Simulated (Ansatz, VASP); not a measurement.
# One calculation of Ba2Ru, two programs

File INCAR:

```
PREC     = Accurate       # precision mode
ENCUT    = 520            # plane-wave cutoff, eV
EDIFF    = 1E-6           # SCF threshold, eV
ISMEAR   = 0              # smearing method
SIGMA    = 0.1            # smearing width, eV
LREAL    = F              # projectors in reciprocal space
LASPH    = T              # aspherical terms in the spheres
NELM     = 60             # most SCF steps
ALGO     = Fast           # electronic algorithm
ISIF     = 2              # what is computed and relaxed
LWAVE    = F              # write WAVECAR
LCHARG   = T              # write CHGCAR
GGA      = PE             # functional
LELF     = T              # ELF
LVHAR    = T            
NBANDS   = 24             # bands
```

KPOINTS

```
regular mesh
0
Gamma
  6 6 4
```

The input POSCAR:

```
Ba2Ru
1.0
    3.9975793100      0.0000000000      0.0000000000
   -1.9987896500      3.4620052300      0.0000000000
    0.0000000000      0.0000000000      5.5423107100
Ba Ru
2 1
Direct
    0.3333333300      0.6666666700      0.2419167500
    0.6666666700      0.3333333300      0.7580832500
    0.0000000000      0.0000000000      0.0000000000
```

Input for Ansatz:

```yaml
crystal:
  lattice:
    - [3.99757931, 0.0, 0.0]
    - [-1.99878965, 3.46200523, 0.0]
    - [0.0, 0.0, 5.54231071]
  atoms:
    - { symbol: Ba, position: [0.33333333, 0.66666667, 0.24191675] }
    - { symbol: Ba, position: [0.66666667, 0.33333333, 0.75808325] }
    - { symbol: Ru, position: [0.0, 0.0, 0.0] }
basis:
  ecutwfc: 420
kpoints:
  mp_grid: { grid: [6, 6, 4] }
hamiltonian:
  xc: pbe
scf:
  occupations: { method: gaussian, width: 0.1 }
  lower_state_search: "off"
output:
  forces: true
  stress: true
  eigenvalues: true
```

Change from the starting cell: species swapped into the NiTe2 type (P-3m1, No. 164).

Alike in both runs: task single point; functional PBE; k mesh 6 × 6 × 4; occupations gaussian, width 0.1 eV; no spin polarisation.

```csv
,VASP,Ansatz
version,VASP 6.6.1,Ansatz 0.2.0
potentials or method,"VASP PAW PBE potentials, release 64 (Ba_sv, Ru_pv), cutoff 520 eV","scalar-relativistic, plane waves, PAW"
valence electrons in the cell,34,36
```

VASP gave:

```
gap on the k mesh at the Fermi level (eV)                     : none
pressure (GPa)                                                : 25.2
traceless stress, the component that is largest in VASP (GPa) : -3.02
rms of the force components (eV/Å)                            : 1.071
```

Estimate Ansatz's values.

gap on the k mesh at the Fermi level (eV): none; pressure (GPa): 19.7; traceless stress, the component that is largest in VASP (GPa): -2.04; rms of the force components (eV/Å): 0.720.

Atom by atom the forces differ by 0.351 eV/Å (rms over components). A gap of «none» marks a metal or a gap that the smearing closes. VASP's potentials hold 34 valence electrons a cell and Ansatz's 36, so a difference there can come from the potentials and not from the codes.

Neither program's run includes spin-orbit coupling.
